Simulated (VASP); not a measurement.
Here is a VASP 6.6.1 calculation.

File INCAR:

```
SYSTEM = C
ALGO     = Normal         ! electronic algorithm
EDIFF    = 1E-6           ! SCF threshold, eV
ENCUT    = 520            ! plane-wave cutoff, eV
GGA      = PE             ! functional
ISIF     = 2              ! what is computed and relaxed
ISMEAR   = 0              ! smearing method
IVDW     = 12             ! dispersion correction
LASPH    = .True.         ! aspherical terms in the spheres
LCHARG   = .False.        ! write CHGCAR
LREAL    = .False.        ! projectors in reciprocal space
LWAVE    = .False.        ! write WAVECAR
NBANDS   = 26             ! bands
NELM     = 80             ! most SCF steps
PREC     = Accurate       ! precision mode
SIGMA    = 0.15           ! smearing width, eV
```

KPOINTS

```
k-points
0
Gamma
  22 22 4
  0 0 0
```

Contents of POSCAR:

```
C
1.0
   -1.2324898335     -2.1347350114      0.0000000000
    1.2324898335     -2.1347350114      0.0000000000
    0.0000000000      0.0000000000     13.3268657407
C
8
Direct
    1.0000000000      1.0000000000      0.8847979644
    1.0000000000      1.0000000000      0.3791702346
    0.0000000000      0.0000000000      0.1263563697
    0.0000000000      0.0000000000      0.6319840995
    0.6666666667      0.6666666667      0.8847979644
    0.6666666667      0.6666666667      0.3791702346
    0.3333333333      0.3333333333      0.1263563697
    0.3333333333      0.3333333333      0.6319840995
```

Potentials or basis: VASP PAW PBE potentials, release 64 (C).

Command:

```sh
$ cat potpaw_PBE.64/C/POTCAR > POTCAR
$ mpirun -np 1 vasp_std > vasp.out
```

Problem. Predict the pressure.

Solution. 0.6 GPa.

Problem. What does it give for the largest force?

Solution. 0.039 eV/Å.

Problem. Estimate the dispersion energy per atom.

Solution. -0.158 eV.

Problem. What does it give for the band gap on the k mesh?

Solution. 0.28 eV.

Forces in eV/Å, atoms in the order of the input:
```
C    0.000  0.000 -0.029
C    0.000  0.000  0.000
C    0.000  0.000  0.029
C    0.000  0.000  0.000
C    0.000  0.000 -0.039
C    0.000  0.000  0.000
C    0.000  0.000  0.039
C    0.000  0.000  0.000
```

A k mesh can miss the band edges.
